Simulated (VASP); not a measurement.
## Au: single point with PBE

Crystal: Au.

```
Au
1.0
     0.00000    1.88186    1.88186
     1.88186    0.00000    1.88186
     1.88186    1.88186    0.00000
Au
1
Direct
  0.00000 0.00000 0.00000
```

This cell differs from its parent crystal: strain -0.080 along x and y, -0.080 along z.

```json
{"Program": "VASP 6.6.1", "Task": "single point", "Functional": "PBE", "Potentials or basis": "VASP PAW PBE potentials, release 64 (Au)", "Cutoff": "520 eV", "k mesh": "20 × 20 × 20", "Occupations": "gaussian, width 0.15 eV", "Spin": "no spin polarisation"}
```

```
Pressure               : 98.4 GPa
Band gap on the k mesh : zero (an odd number of electrons rules out a gap without spin polarisation)
```

Levels at points of the mesh, in eV from the Fermi level:
```csv
k point,band 3,band 4,band 5,band 6,band 7,band 8,band 9,band 10
"(0.00, 0.00, 0.00)",-6.47,-6.47,-4.14,-4.14,13.63,19.08,19.08,19.08
"(0.50, 0.00, 0.00)",-6.55,-2.37,-2.30,-2.30,4.50,13.16,18.64,18.64
"(0.50, 0.50, 0.00)",-2.36,-1.80,-1.80,0.13,7.96,10.48,10.48,19.92
```

Wall time 27 s on 1 thread of Intel(R) Xeon(R) Platinum 8488C (Sapphire Rapids), on a shared host, peak memory 0.15 GiB.

Caveat: the cell differs from its parent crystal (strain -0.080 along x and y, -0.080 along z); the cell stands under pressure; spin-orbit coupling is left out, which moves the levels of the heavy elements.
